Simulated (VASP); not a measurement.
A run of VASP 6.6.1 is set up as follows.

INCAR

```
SYSTEM = CaO
PREC = Accurate
ENCUT = 600
EDIFF = 1E-6
ISMEAR = 0
SIGMA = 0.02
LREAL = .FALSE.
LASPH = .TRUE.
NELM = 120
ALGO = Normal
ISIF = 2
LWAVE = .FALSE.
LCHARG = .FALSE.
GGA = RE
NBANDS = 15
GGA_COMPAT = .FALSE.
```

Contents of KPOINTS:

```
Automatic mesh
0
G
  8 8 8
  0 0 0
```

POSCAR

```
CaO
1.0
    0.0000000000      2.4150559805      2.4150559805
    2.4150559805      0.0000000000      2.4150559805
    2.4150559805      2.4150559805      0.0000000000
Ca O
1 1
Direct
    0.0000000000      0.0000000000      0.0000000000
    0.5000000000      0.5000000000      0.5000000000
```

Potentials or basis: VASP PAW PBE potentials, release 64 (Ca_sv, O).

The run is started by

```bash
$ cat potpaw_PBE.64/Ca_sv/POTCAR potpaw_PBE.64/O/POTCAR > POTCAR
$ mpirun -np 1 vasp_std > vasp.out
```

**Question.** What does it give for the band gap on the k mesh?

**Answer.** 3.72 eV, indirect (least direct gap 4.10 eV).

**Question.** Predict the pressure.

**Answer.** 3.3 GPa.

Caveat: the PAW data sets were made with another functional, which shifts forces and pressure a little. A k mesh can miss the band edges.
